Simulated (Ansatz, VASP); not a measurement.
## One calculation of ScAl2P3, two programs

```xyz
6
Lattice="3.6939 0.0000 0.0000 0.0000 3.6939 0.0000 0.0000 0.0000 8.1381" Properties=species:S:1:pos:R:3 pbc="T T T"
Sc    0.0000    0.0000    0.0000
Al    0.0000    1.8470    5.9530
Al    1.8470    0.0000    2.1851
P     0.0000    1.8470    3.1210
P     1.8470    0.0000    5.0171
P     1.8470    1.8470    0.0000
```

Change from the starting cell: species swapped into the Ti2CuSb3 type (P-4m2, No. 115).

Alike in both runs: task relaxation of cell and atoms; functional PBE; k mesh 6 × 6 × 2; occupations gaussian, width 0.1 eV; no spin polarisation.

|  | VASP | Ansatz |
| --- | --- | --- |
| version | VASP 6.6.1 | Ansatz 0.2.0 |
| potentials or method | VASP PAW PBE potentials, release 64 (Sc_sv, Al, P), cutoff 600 eV | scalar-relativistic, plane waves, PAW |
| valence electrons in the cell | 32 | 32 |

Ansatz gave:

```
gap on the k mesh at the Fermi level, each at its own relaxed structure (eV) : none
relaxed volume (Å³/atom)                                                     : 16.82
relaxed cell length with the largest relative difference (Å)                 : 7.682
```

Q: Which values does VASP return?

A: gap on the k mesh at the Fermi level, each at its own relaxed structure (eV): none; relaxed volume (Å³/atom): 16.73; relaxed cell length with the largest relative difference (Å): 7.648.

A gap of «none» marks a metal or a gap that the smearing closes.

The k mesh is coarse, so the values compare programs but aren't converged.
